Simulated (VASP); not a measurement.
Wanted: the native input for a VASP 6.6.1 run.

```
Task                   : single point
Functional             : PBE
Dispersion             : D3(BJ)
Potentials or basis    : VASP PAW PBE potentials, release 64 (Al)
Cutoff                 : 520 eV
k mesh                 : 18 × 18 × 6
Occupations            : gaussian, width 0.15 eV
Spin                   : no spin polarisation
Dipole correction      : no
Further INCAR settings : ALGO = Fast; EDIFF = 1e-06; NBANDS = 14
```

The structure of Al lies in POSCAR:

```
Al
1.0
    2.7258239662      0.0000000000      0.0000000000
   -1.3629119831      2.3606328010      0.0000000000
    0.0000000000      0.0000000000      9.6968461775
Al
4
Direct
    0.0000000000      0.0000000000      0.0000000000
    0.3333333333      0.6666666667      0.2500000000
    0.0000000000      0.0000000000      0.5000000000
    0.6666666667      0.3333333333      0.7500000000
```

This isn't the form of Al at room conditions, which is fcc.

One way to write it, as run:

INCAR

```
PREC = Accurate ; ENCUT = 520
EDIFF = 1E-6 ; ISMEAR = 0
SIGMA = 0.15 ; LREAL = F
LASPH = T ; NELM = 80
ALGO = Fast ; ISIF = 2
LWAVE = F ; LCHARG = F
GGA = PE ; IVDW = 12
NBANDS = 14
```

KPOINTS

```
Automatic mesh
0
Gamma
  18 18 6
```

Potentials or basis: VASP PAW PBE potentials, release 64 (Al).

The run is started by

```sh
$ cat potpaw_PBE.64/Al/POTCAR > POTCAR
$ mpirun -np 1 vasp_std > vasp.out
```

It gave:

```json
{"Pressure": "2.4 GPa", "Band gap on the k mesh": "zero (bands 6 and 7 overlap by 4.37 eV)", "Dispersion energy per atom": "-0.357 eV"}
```

It took 48 s on 1 thread of AMD EPYC 9R45 (Zen 5) (shared host), peak memory 0.2 GiB.
